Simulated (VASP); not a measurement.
Wanted: the native input for a VASP 6.6.1 run.

| Item | Value |
| --- | --- |
| Task | single point |
| Functional | LDA |
| Potentials or basis | VASP PAW LDA potentials, release 64 (Mg, S) |
| Cutoff | 520 eV |
| k mesh | 8 × 8 × 8 |
| Occupations | fermi-dirac, width 0.01 eV |
| Spin | no spin polarisation |
| Dipole correction | no |
| Further INCAR settings | ALGO = Normal; EDIFF = 1e-07; NBANDS = 11 |

The structure of MgS lies in POSCAR:

```
MgS
1.0
    0.0000000000      2.5236005000      2.6016500000
    2.5236005000      0.0000000000      2.6016500000
    2.5236005000      2.5236005000      0.0000000000
Mg S
1 1
Direct
    0.0000000000      0.0000000000      0.0000000000
    0.5000000000      0.5000000000      0.5000000000
```

This cell differs from its parent crystal: equal xx and yy strain of -3 %.

These files were run (other wordings do the same):

INCAR

```
SYSTEM = MgS
  PREC = Accurate
  ENCUT = 520
  EDIFF = 1E-7
  ISMEAR = -1
  SIGMA = 0.01
  LREAL = .FALSE.
  LASPH = .TRUE.
  NELM = 60
  ALGO = Normal
  ISIF = 2
  LWAVE = .FALSE.
  LCHARG = .FALSE.
  GGA = CA
  NBANDS = 11
```

KPOINTS

```
regular mesh
0
G
  8 8 8
  0 0 0
```

Potentials or basis: VASP PAW LDA potentials, release 64 (Mg, S).

Command:

```sh
$ cat potpaw_LDA.64/Mg/POTCAR potpaw_LDA.64/S/POTCAR > POTCAR
$ mpirun -np 1 vasp_std > vasp.out
```

It gave:

The pressure is 1.1 GPa. The band gap on the k mesh is 2.55 eV, indirect (least direct gap 3.90 eV).

Caveat: the cell differs from its parent crystal (equal xx and yy strain of -3 %).

It took 42 s on 1 thread of Intel Xeon 8259CL, on a shared host, peak memory 0.15 GiB.
